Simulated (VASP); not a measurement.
# LiCl (wurtzite type) (P6_3mc) in VASP: notebook

The runs below take LiCl (wurtzite type) through single point, relaxation of cell and atoms, with PBE.

Everything below comes from runs of VASP 6.6.1. Logs are shortened: lines on timing, memory, paths and dates and some standing lists are left out, and cuts for length are marked.

### 1 The cell of the first run

It takes space group P6_3mc (No. 186, hexagonal). The conventional cell has a = 3.926 Å, b = 3.926 Å, c = 6.287 Å, α = 90.00°, β = 90.00°, γ = 120.00°. Within 3.2 Å of Li (site symmetry 3m) lie 4 Cl at 2.39 Å. Cl (site symmetry 3m) has 4 Li at 2.39 Å within 3.2 Å.

### 2 Single point, PBE

Input file INCAR:

```
ALGO = Normal
EDIFF = 1E-6
ENCUT = 520
GGA = PE
ISIF = 2
ISMEAR = -1
LASPH = True
LCHARG = False
LREAL = False
LWAVE = False
NBANDS = 18
NELM = 100
PREC = Accurate
SIGMA = 0.05
```

Input file KPOINTS:

```
k-points
0
Gamma
  10 10 6
```

Input file POSCAR:

```
LiCl
1.0
    3.9260767245      0.0000000000      0.0000000000
   -1.9630383622      3.4000821806      0.0000000000
    0.0000000000      0.0000000000      6.2869192864
Li Cl
2 2
Direct
    0.3333333333      0.6666666667     -0.0024205214
    0.6666666667      0.3333333333      0.4975794786
    0.3333333333      0.6666666667      0.3784205214
    0.6666666667      0.3333333333      0.8784205214
```

Potentials or basis: VASP PAW PBE potentials, release 64 (Li_sv, Cl).

Command:

```bash
cat potpaw_PBE.64/Li_sv/POTCAR potpaw_PBE.64/Cl/POTCAR > POTCAR
mpirun -np 1 vasp_std > vasp.out
```

OUTCAR:

```text
EDIFF = 1E-6
   ENCUT = 520
   GGA = PE
   ISIF = 2
   ISMEAR = -1
   LASPH = True
   LREAL = False
   NELM = 100
   PREC = Accurate

 ion  position               nearest neighbor table
   1  0.333  0.667  0.998-   4 2.39   4 2.39   4 2.39   3 2.39
   2  0.667  0.333  0.498-   3 2.39   3 2.39   3 2.39   4 2.39
   3  0.333  0.667  0.378-   2 2.39   2 2.39   2 2.39   1 2.39
   4  0.667  0.333  0.878-   1 2.39   1 2.39   1 2.39   2 2.39

  LATTYP: Found a hexagonal cell.
 ALAT       =     3.9260767245
 C/A-ratio  =     1.6013235929

  Lattice vectors:

 A1 = (   3.9260767245,   0.0000000000,   0.0000000000)
 A2 = (  -1.9630383622,   3.4000821806,   0.0000000000)
 A3 = (   0.0000000000,   0.0000000000,   6.2869192864)

Analysis of symmetry for initial positions (statically):
=====================================================================
 Subroutine PRICEL returns:
 Original cell was already a primitive cell.

 Routine SETGRP: Setting up the symmetry group for a
 hexagonal supercell.

 Subroutine GETGRP returns: Found 12 space group operations
 (whereof  6 operations were pure point group operations)
 out of a pool of 24 trial point group operations.

The static configuration has the point symmetry C_3v.
 The point group associated with its full space group is C_6v.

Analysis of symmetry for dynamics (positions and initial velocities):
=====================================================================
 Subroutine PRICEL returns:
 Original cell was already a primitive cell.

 Routine SETGRP: Setting up the symmetry group for a
 hexagonal supercell.

 Subroutine GETGRP returns: Found 12 space group operations
 (whereof  6 operations were pure point group operations)
 out of a pool of 24 trial point group operations.

The dynamic configuration has the point symmetry C_3v.
 The point group associated with its full space group is C_6v.

 Subroutine INISYM returns: Found 12 space group operations
 (whereof  6 operations are pure point group operations),
 and found     1 'primitive' translations

----------------------------------------------------------------------------------------

                                     Primitive cell

  volume of cell :      83.9240

  direct lattice vectors                    reciprocal lattice vectors
     3.926076725  0.000000000  0.000000000     0.254707198  0.147055269  0.000000000
    -1.963038362  3.400082181  0.000000000     0.000000000  0.294110538  0.000000000
     0.000000000  0.000000000  6.286919286     0.000000000  0.000000000  0.159060416

  length of vectors
     3.926076725  3.926076724  6.286919286     0.294110538  0.294110538  0.159060416

  position of ions in fractional coordinates (direct lattice)
     0.333333333  0.666666667  0.997579479
     0.666666667  0.333333333  0.497579479
     0.333333333  0.666666667  0.378420521
     0.666666667  0.333333333  0.878420521

  ion indices of the primitive-cell ions
   primitive index   ion index
                 1           1
                 2           2
                 3           3
                 4           4

----------------------------------------------------------------------------------------

 KPOINTS: k-points

Automatic generation of k-mesh.
 Grid dimensions read from file:
 generate k-points for:   10   10    6

 Generating k-lattice:

  Cartesian coordinates                     Fractional coordinates (reciprocal lattice)
     0.025470720  0.014705527  0.000000000     0.100000000  0.000000000  0.000000000
     0.000000000  0.029411054  0.000000000     0.000000000  0.100000000  0.000000000
     0.000000000  0.000000000  0.026510069     0.000000000  0.000000000  0.166666667

  Length of vectors
     0.029411054  0.029411054  0.026510069

  Shift w.r.t. Gamma in fractional coordinates (k-lattice)
     0.000000000  0.000000000  0.000000000

 Subroutine IBZKPT returns following result:
 ===========================================

 Found     56 irreducible k-points:

 Following reciprocal coordinates:
            Coordinates               Weight
  0.000000  0.000000  0.000000      1.000000
  0.100000 -0.000000  0.000000      6.000000
  0.200000 -0.000000  0.000000      6.000000
  0.300000  0.000000  0.000000      6.000000
  0.400000 -0.000000  0.000000      6.000000
  0.500000 -0.000000  0.000000      3.000000
[... 16 lines left out ...]
  0.300000  0.100000  0.166667     24.000000
  0.400000  0.100000  0.166667     24.000000
 [... further k-points ...]
   k-points           NKPTS =     56   k-points in BZ     NKDIM =     56   number of bands    NBANDS=     18
   number of dos      NEDOS =    301   number of ions     NIONS =      4
   total plane-waves  NPLWV =  43200
   dimension x,y,z NGX =    30 NGY =   30 NGZ =   48
   dimension x,y,z NGXF=    60 NGYF=   60 NGZF=   96
   ions per type =               2   2
   NGX,Y,Z   is equivalent  to a cutoff of  12.70, 12.70, 12.69 a.u.
   NGXF,Y,Z  is equivalent  to a cutoff of  25.41, 25.41, 25.39 a.u.
 SYSTEM =  unknown system
   PREC   = accura    normal or accurate (medium, high low for compatibility)
   ISTART =      0    job   : 0-new  1-cont  2-samecut
   ICHARG =      2    charge: 1-file 2-atom 10-const
   ISPIN  =      1    spin polarized calculation?
   LNONCOLLINEAR =      F non collinear calculations
   LSORBIT =      F    spin-orbit coupling
   LASPH  =      T    aspherical Exc in radial PAW
   ENCUT  =  520.0 eV  38.22 Ry    6.18 a.u.   7.30  7.30 11.69*2*pi/ulx,y,z
   NELM   =    100;   NELMIN=  2; NELMDL= -5     # of ELM steps
   EDIFF  = 0.1E-05   stopping-criterion for ELM
   LREAL  =      F    real-space projection
   EDIFFG = 0.1E-04   stopping-criterion for IOM
   NSW    =      0    number of steps for IOM
   IBRION =     -1    ionic relax: 0-MD 1-quasi-New 2-CG
   NFREE  =      0    steps in history (QN), initial steepest desc. (CG)
   ISIF   =      2    stress and relaxation
   ISYM   =      2    0-nonsym 1-usesym 2-fastsym
   POTIM  = 0.5000    time-step for ionic-motion
   TEBEG  =    0.0;   TEEND  =   0.0 temperature during run
   PSTRESS=    0.0 pullay stress
   NELECT =      20.0000    total number of electrons
   NUPDOWN=      -1.0000    fix difference up-down
   EMIN   =  10.00;   EMAX   =-10.00  energy-range for DOS
[... 5 lines left out ...]
     AMIX     =   0.40;   BMIX     =  1.00
     AMIX_MAG =   1.60;   BMIX_MAG =  1.00
  volume/ion in A,a.u.               =      20.98       141.59
  Fermi-wavevector in a.u.,A,eV,Ry     =   1.014977  1.918028 14.016423  1.030178
  Thomas-Fermi vector in A             =   2.148236
   LORBIT       =      0    0 simple, 1 ext, 2 COOP (PROOUT), +10 PAW based schemes
   GGA     = PE    functional components
   LHFCALC =     F    Hartree Fock is set to
   AEXX    =    0.0000 exact exchange contribution
   IVDW    =     0    specifies the selected vdW correction
   LEPSILON=     F    determine dielectric tensor
   LRPA    =     F    only Hartree local field effects (RPA)
 non-spin polarized calculation
  energy-cutoff  :      520.00
  volume of cell :       83.92
 maximum number of plane-waves:      2297
 NGX is ok and might be reduce to    30
   NGX = 15   NGY = 15   NGZ = 23

 number of electron      20.0000003 magnetization

 Free energy of the ion-electron system (eV)
  ---------------------------------------------------
  ext. energy  EPLUGINS =         0.00000000
  ---------------------------------------------------
  free energy    TOTEN  =       -14.87252002 eV

  energy without entropy =      -14.87252002  energy(sigma->0) =      -14.87252002

 E-fermi :  -0.1630     XC(G=0):  -7.6153

 val. band max:       -1.2486635287   @ k =   0.0000   0.0000   0.0000
 cond. band min:       4.6926124000   @ k =   0.0000   0.0000   0.0000
 fundamental gap:      5.9412759287
 Fermi energy:        -0.1630102184

 k-point     1 :       0.0000    0.0000    0.0000
  band No.  band energies     occupation
      1     -44.2022      2.00000
      2     -44.2008      2.00000
      3     -13.9810      2.00000
      4     -13.6801      2.00000
      5      -3.2716      2.00000
      6      -1.6409      2.00000
[... 10 lines left out ...]
     17       9.6247      0.00000
     18       9.6482      0.00000

 k-point     2 :       0.1000   -0.0000    0.0000
  band No.  band energies     occupation
      1     -44.2021      2.00000
      2     -44.2007      2.00000
      3     -13.9595      2.00000
      4     -13.6709      2.00000
      5      -3.2200      2.00000
      6      -1.7860      2.00000
[... 10 lines left out ...]
     17       9.8222      0.00000
     18       9.8562      0.00000

 k-point     3 :       0.2000   -0.0000    0.0000
  band No.  band energies     occupation
      1     -44.2018      2.00000
      2     -44.2006      2.00000
      3     -13.9009      2.00000
      4     -13.6481      2.00000
      5      -3.0751      2.00000
      6      -2.1555      2.00000
[... 10 lines left out ...]
     17       9.8112      0.00000
     18      10.3444      0.00000

 k-point     4 :       0.3000    0.0000    0.0000
  band No.  band energies     occupation
      1     -44.2013      2.00000
      2     -44.2004      2.00000
      3     -13.8212      2.00000
      4     -13.6246      2.00000
      5      -2.8961      2.00000
      6      -2.5472      2.00000
[... 10 lines left out ...]
     17      10.1065      0.00000
     18      10.9963      0.00000

 k-point     5 :       0.4000   -0.0000    0.0000
  band No.  band energies     occupation
      1     -44.2010      2.00000
      2     -44.2004      2.00000
      3     -13.7458      2.00000
      4     -13.6147      2.00000
      5      -3.0014      2.00000
      6      -2.5460      2.00000
[... 10 lines left out ...]
     17      10.5451      0.00000
     18      11.4528      0.00000

 k-point     6 :       0.5000   -0.0000    0.0000
  band No.  band energies     occupation
      1     -44.2009      2.00000
      2     -44.2004      2.00000
      3     -13.7105      2.00000
      4     -13.6169      2.00000
      5      -3.1068      2.00000
      6      -2.6177      2.00000
[... 10 lines left out ...]
     17      10.3950      0.00000
     18      11.9189      0.00000

 k-point     7 :       0.1000    0.1000    0.0000
  band No.  band energies     occupation
      1     -44.2018      2.00000
      2     -44.2006      2.00000
      3     -13.9194      2.00000
      4     -13.6549      2.00000
      5      -3.1211      2.00000
      6      -1.9868      2.00000
[... 10 lines left out ...]
     17       9.8321      0.00000
     18      10.1780      0.00000

 k-point     8 :       0.2000    0.1000    0.0000
  band No.  band energies     occupation
      1     -44.2015      2.00000
      2     -44.2005      2.00000
      3     -13.8500      2.00000
      4     -13.6318      2.00000
      5      -2.9457      2.00000
      6      -2.3787      2.00000
[... 10 lines left out ...]
     17       9.9150      0.00000
     18      10.6270      0.00000
[... 229 lines left out ...]
     17      10.6406      0.00000
     18      11.7255      0.00000

 k-point    20 :       0.5000   -0.0000    0.1667
  band No.  band energies     occupation
      1     -44.2008      2.00000
      2     -44.2004      2.00000
      3     -13.7044      2.00000
      4     -13.6234      2.00000
      5      -3.1303      2.00000
      6      -2.7187      2.00000
[... 10 lines left out ...]
     17      10.6838      0.00000
     18      12.0858      0.00000

 k-point    21 :       0.1000    0.1000    0.1667
  band No.  band energies     occupation
      1     -44.2018      2.00000
      2     -44.2007      2.00000
      3     -13.9028      2.00000
      4     -13.6738      2.00000
      5      -3.0318      2.00000
      6      -1.9530      2.00000
[... 10 lines left out ...]
     17       9.9615      0.00000
     18      10.0257      0.00000

 k-point    22 :       0.2000    0.1000    0.1667
  band No.  band energies     occupation
      1     -44.2014      2.00000
      2     -44.2006      2.00000
      3     -13.8362      2.00000
      4     -13.6472      2.00000
      5      -2.9035      2.00000
      6      -2.3619      2.00000
[... 10 lines left out ...]
     17      10.0865      0.00000
     18      10.5460      0.00000

 k-point    23 :       0.3000    0.1000    0.1667
  band No.  band energies     occupation
      1     -44.2011      2.00000
      2     -44.2005      2.00000
      3     -13.7614      2.00000
      4     -13.6265      2.00000
      5      -2.9119      2.00000
      6      -2.6100      2.00000
[... 10 lines left out ...]
     17      10.4008      0.00000
     18      11.0412      0.00000

 k-point    24 :       0.4000    0.1000    0.1667
  band No.  band energies     occupation
      1     -44.2008      2.00000
      2     -44.2004      2.00000
      3     -13.7056      2.00000
      4     -13.6222      2.00000
      5      -3.0746      2.00000
      6      -2.6775      2.00000
[... 10 lines left out ...]
     17      10.5927      0.00000
     18      11.6281      0.00000

 [... further k-points ...]
[... 5 lines left out ...]
  --------------------------------------------------------------------------------------
  -------------------------------------------------------------------------------------
  Total       -0.0337083     -0.0337083     -0.0448746     -0.0000000      0.0000000      0.0000000
  in kB       -0.6435198     -0.6435198     -0.8566929     -0.0000000      0.0000000      0.0000000
  external PRESSURE =      -0.7145775 kB  Pullay stress =       0.0000000 kB

 VOLUME and BASIS-vectors are now :
 -----------------------------------------------------------------------------
  energy-cutoff  :      520.00
  volume of cell :       83.92
      direct lattice vectors                 reciprocal lattice vectors
     3.926076725  0.000000000  0.000000000     0.254707198  0.147055269  0.000000000
    -1.963038362  3.400082181  0.000000000     0.000000000  0.294110538  0.000000000
     0.000000000  0.000000000  6.286919286     0.000000000  0.000000000  0.159060416

 POSITION                                       TOTAL-FORCE (eV/Angst)
 -----------------------------------------------------------------------------------
     -0.00000      2.26672      6.27170        -0.000000      0.000000      0.000195
      1.96304      1.13336      3.12824         0.000000     -0.000000      0.000195
     -0.00000      2.26672      2.37910         0.000000      0.000000     -0.000195
      1.96304      1.13336      5.52256        -0.000000     -0.000000     -0.000195
 -----------------------------------------------------------------------------------
    total drift:                               -0.000001     -0.000001     -0.000022

  FREE ENERGIE OF THE ION-ELECTRON SYSTEM (eV)
  ---------------------------------------------------
  free  energy   TOTEN  =       -14.8725200243 eV

  energy  without entropy=      -14.8725200242  energy(sigma->0) =      -14.87252002
```

Wall time 29 s (1 thread of Intel Xeon 6975P-C (Granite Rapids), shared host); peak memory 0.22 GiB.

What came out:

| Item | Value |
| --- | --- |
| Free energy | -14.8725 eV |
| Band gap on the k mesh | 5.94 eV, direct |

Caveat: the cutoff is under 1.25 times the usual one of these potentials, so pressure, stress and relaxed cells hold a basis-set (Pulay) error.

### 3 Relaxation of cell and atoms, PBE

This run uses another cell than the first one, of 18.23 Å³/atom, 0.869 times its volume.

Input file INCAR:

```
SYSTEM = LiCl
PREC     = Accurate       ! precision mode
ENCUT    = 600            ! plane-wave cutoff, eV
EDIFF    = 1E-6           ! SCF threshold, eV
ISMEAR   = -1             ! smearing method
SIGMA    = 0.05           ! smearing width, eV
LREAL    = .FALSE.        ! projectors in reciprocal space
LASPH    = .TRUE.         ! aspherical terms in the spheres
NELM     = 100            ! most SCF steps
ALGO     = Normal         ! electronic algorithm
ISIF     = 3              ! what is computed and relaxed
LWAVE    = .FALSE.        ! write WAVECAR
LCHARG   = .FALSE.        ! write CHGCAR
GGA      = PE             ! functional
IBRION   = 2              ! ionic algorithm
NSW      = 100            ! ionic steps
EDIFFG   = -0.005         ! ionic threshold
```

Input file KPOINTS:

```
Automatic mesh
0
G
  10 10 6
  0 0 0
```

Input file POSCAR:

```
LiCl
1.0
    3.7243184487      0.0000000000      0.0000000000
   -1.8621592243      3.2253543883      0.0000000000
    0.0000000000      0.0000000000      6.0706390713
Li Cl
2 2
Direct
    0.3333333333      0.6666666667      0.0000000000
    0.6666666667      0.3333333333      0.5000000000
    0.3333333333      0.6666666667      0.3760000000
    0.6666666667      0.3333333333      0.8760000000
```

Potentials or basis: VASP PAW PBE potentials, release 64 (Li_sv, Cl).

Command:

```bash
cat potpaw_PBE.64/Li_sv/POTCAR potpaw_PBE.64/Cl/POTCAR > POTCAR
mpirun -np 1 vasp_std > vasp.out
```

Wall time 2.2 min (1 thread of Intel Xeon 6975P-C (Granite Rapids), shared host); peak memory 0.23 GiB.

Results (log left out):

```
Free energy                            : -14.8676 eV
Relaxed volume                         : 20.95 Å³/atom
Relaxed cell                           : a = 3.925 Å, b = 3.925 Å, c = 6.281 Å, α = 90.00°, β = 90.00°, γ = 120.00°
Space group after relaxing (to 0.05 Å) : P6_3mc (No. 186)
Energy gained by relaxing              : 34.4 meV/atom
Ionic steps                            : 10
Pressure after relaxing                : 0.0 GPa
Band gap on the k mesh                 : 5.94 eV, direct
```

Forces in eV/Å, atoms in the order of the input:
```
Li   0.000  0.000  0.002
Li   0.000  0.000  0.002
Cl   0.000  0.000 -0.002
Cl   0.000  0.000 -0.002
```

The path:
```tsv
step	energy change (eV)	largest force (eV/Å)	pressure (GPa)	volume (Å³)
1	0.0000	0.0116	4.54	72.92
2	-0.1081	0.0166	1.81	78.51
3	-0.1332	0.0182	-0.54	85.71
4	-0.1364	0.0182	-0.04	83.92
5	-0.1364	0.0181	0.02	83.69
6	-0.1366	0.0175	0.02	83.69
7	-0.1370	0.0160	0.02	83.69
8	-0.1374	0.0143	0.02	83.67
9	-0.1374	0.0134	0.02	83.67
10	-0.1375	0.0020	-0.02	83.80
```

Final structure:
```yaml
crystal:
  lattice:
    - [3.92519, 0.00000, 0.00000]
    - [-1.96260, 3.39932, 0.00000]
    - [0.00000, 0.00000, 6.28060]
  atoms:
    - { symbol: Li, position: [0.33333, 0.66667, 0.99742] }
    - { symbol: Li, position: [0.66667, 0.33333, 0.49742] }
    - { symbol: Cl, position: [0.33333, 0.66667, 0.37858] }
    - { symbol: Cl, position: [0.66667, 0.33333, 0.87858] }
```

Levels at points of the mesh, in eV from the valence-band top:
```
           k point  band 7  band 8  band 9  band 10  band 11  band 12  band 13  band 14
(0.00, 0.00, 0.00)   -0.40   -0.08   -0.08     0.00     5.94     8.18     9.94     9.94
(0.50, 0.00, 0.00)   -1.14   -0.91   -0.58    -0.35     7.84     7.97     9.08    10.29
(0.00, 0.00, 0.50)   -0.24   -0.24   -0.24    -0.24     7.25     7.25    10.15    10.22
(0.50, 0.00, 0.50)   -0.64   -0.64   -0.58    -0.58     7.38     7.38     9.90     9.90
```

Caveat: the cutoff is under 1.25 times the usual one of these potentials, so pressure, stress and relaxed cells hold a basis-set (Pulay) error.

### 4 Single point, PBE

Input file INCAR:

```
SYSTEM = LiCl
PREC = Accurate ; ENCUT = 520
EDIFF = 1E-6 ; ISMEAR = -1
SIGMA = 0.05 ; LREAL = .False.
LASPH = .True. ; NELM = 60
ALGO = Normal ; ISIF = 2
LWAVE = .False. ; LCHARG = .False.
GGA = PE ; NBANDS = 18
```

Input file KPOINTS:

```
Automatic mesh
0
Gamma
  10 10 6
  0 0 0
```

Input file POSCAR:

```
LiCl
1.0
    3.9260767245      0.0000000000      0.0000000000
   -1.9630383622      3.4000821806      0.0000000000
    0.0000000000      0.0000000000      6.2869192864
Li Cl
2 2
Direct
    0.3333333333      0.6666666667     -0.0024205214
    0.6666666667      0.3333333333      0.4975794786
    0.3333333333      0.6666666667      0.3784205214
    0.6666666667      0.3333333333      0.8784205214
```

Command:

```bash
cat potpaw_PBE.64/Li_sv/POTCAR potpaw_PBE.64/Cl/POTCAR > POTCAR
mpirun -np 1 vasp_std > vasp.out
```

It took 36 s on 1 thread of Intel Xeon 6975P-C (Granite Rapids), shared host; peak memory 0.22 GiB.

It converged, with:

```
Free energy            : -14.8725 eV
Band gap on the k mesh : 5.94 eV, direct
```

Levels at points of the mesh, in eV from the valence-band top:
```tsv
k point	band 6	band 7	band 8	band 9	band 10	band 11	band 12	band 13	band 14	band 15
(0.00, 0.00, 0.00)	-0.39	-0.39	-0.07	-0.07	0.00	5.94	8.18	9.95	9.95	10.44
(0.50, 0.00, 0.00)	-1.37	-1.13	-0.90	-0.58	-0.34	7.84	7.97	9.08	10.29	10.51
(0.00, 0.00, 0.50)	-1.12	-0.24	-0.24	-0.24	-0.24	7.24	7.24	10.16	10.16	10.16
(0.50, 0.00, 0.50)	-1.82	-0.64	-0.64	-0.58	-0.58	7.38	7.38	9.90	9.90	11.64
```

Caveat: the cutoff is under 1.25 times the usual one of these potentials, so pressure, stress and relaxed cells hold a basis-set (Pulay) error. A hybrid or GW would open this gap; PBE tends to underestimate it.
